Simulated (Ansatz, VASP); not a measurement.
# Two plane-wave programs on CO2

```xyz
3
Lattice="10.3000 0.0000 0.0000 0.0000 10.5000 0.0000 0.0000 0.0000 10.7000" Properties=species:S:1:pos:R:3 pbc="T T T"
C     5.1500    5.2500    5.3500
O     5.8258    5.9258    6.0258
O     4.4742    4.5742    4.6742
```

Alike in both runs: functional PBE; dispersion D3(BJ); k mesh 1 × 1 × 1; occupations gaussian, width 0.01 eV; no spin polarisation.

Ansatz relaxed the structure, and its values are those at the end. VASP's run is a single point on that final structure, the one shown.

```csv
,VASP,Ansatz
version,VASP 6.6.1,Ansatz 0.2.0
potentials or method,"VASP PAW PBE potentials, release 64 (C_h, O_h), cutoff 1000 eV","scalar-relativistic, plane waves, PAW"
valence electrons in the cell,16,16
```

Ansatz gave:

| Quantity | Value |
| --- | --- |
| gap on the k mesh at the Fermi level (eV) | 8.01 |
| rms of the force components (eV/Å) | 0.000 |

Q: Which values does VASP return?

A: gap on the k mesh at the Fermi level (eV): 8.01; rms of the force components (eV/Å): 0.005.
